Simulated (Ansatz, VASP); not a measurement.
# Two plane-wave programs on TaH4

The input INCAR:

```
ALGO = Normal ; EDIFF = 1E-7
EDIFFG = -0.04 ; ENCUT = 500
GGA = PE ; GGA_COMPAT = False
IBRION = 2 ; ISIF = 3
ISMEAR = 0 ; LASPH = True
LCHARG = False ; LREAL = False
LWAVE = False ; NELM = 120
NELMIN = 4 ; NSW = 90
PREC = Accurate ; SIGMA = 0.1
```

The input KPOINTS:

```
k-points
0
Gamma
  8 8 8
```

POSCAR

```
TaH4
1.0
   -1.5059489829      1.5059489829      4.9126680562
    1.5059489829     -1.5059489829      4.9126680562
    1.5059489829      1.5059489829     -4.9126680562
Ta H
1 4
Direct
    0.0000000000      0.0000000000      0.0000000000
    0.6201908907      0.1201908907      0.5000000000
    0.1201908907      0.6201908907      0.5000000000
    0.3798091093      0.8798091093      0.5000000000
    0.8798091093      0.3798091093      0.5000000000
```

Input for Ansatz:

```yaml
crystal:
  lattice:
    - [-1.5059489829, 1.5059489829, 4.9126680562]
    - [1.5059489829, -1.5059489829, 4.9126680562]
    - [1.5059489829, 1.5059489829, -4.9126680562]
  atoms:
    - { symbol: Ta, position: [0.0, 0.0, 0.0] }
    - { symbol: H, position: [0.6201908907, 0.1201908907, 0.5] }
    - { symbol: H, position: [0.1201908907, 0.6201908907, 0.5] }
    - { symbol: H, position: [0.3798091093, 0.8798091093, 0.5] }
    - { symbol: H, position: [0.8798091093, 0.3798091093, 0.5] }
basis:
  ecutwfc: 420
kpoints:
  mp_grid: { grid: [8, 8, 8] }
hamiltonian:
  xc: pbe
scf:
  occupations: { method: gaussian, width: 0.1 }
  lower_state_search: "off"
output:
  forces: true
  stress: true
  eigenvalues: true
relax:
  adjacent_minimum: "off"
  f_tol: 0.04
  max_steps: 70
  cell: { stress_tol: 0.4 }
```

Alike in both runs: task relaxation of cell and atoms; functional PBE; k mesh 8 × 8 × 8; occupations gaussian, width 0.1 eV; no spin polarisation.

|  | VASP | Ansatz |
| --- | --- | --- |
| version | VASP 6.6.1 | Ansatz 0.2.0 |
| potentials or method | VASP PAW PBE potentials, release 64 (Ta_sv_GW, H), cutoff 500 eV | scalar-relativistic, plane waves, PAW |
| valence electrons in the cell | 17 | 17 |

```tsv
	VASP	Ansatz	Ansatz less VASP
gap on the k mesh at the Fermi level, each at its own relaxed structure (eV)	none	none	-
relaxed volume (Å³/atom)	8.99	9.62	+0.625
relaxed length of the cell vector where the two differ most in proportion (Å)	5.356	5.647	+0.2909
```

A gap of «none» marks a metal or a gap that the smearing closes. One of these differences is far larger than is usual between the two programs; its cause wasn't traced.

The k mesh is coarse, so the values compare programs but aren't converged. Neither program's run includes spin-orbit coupling.
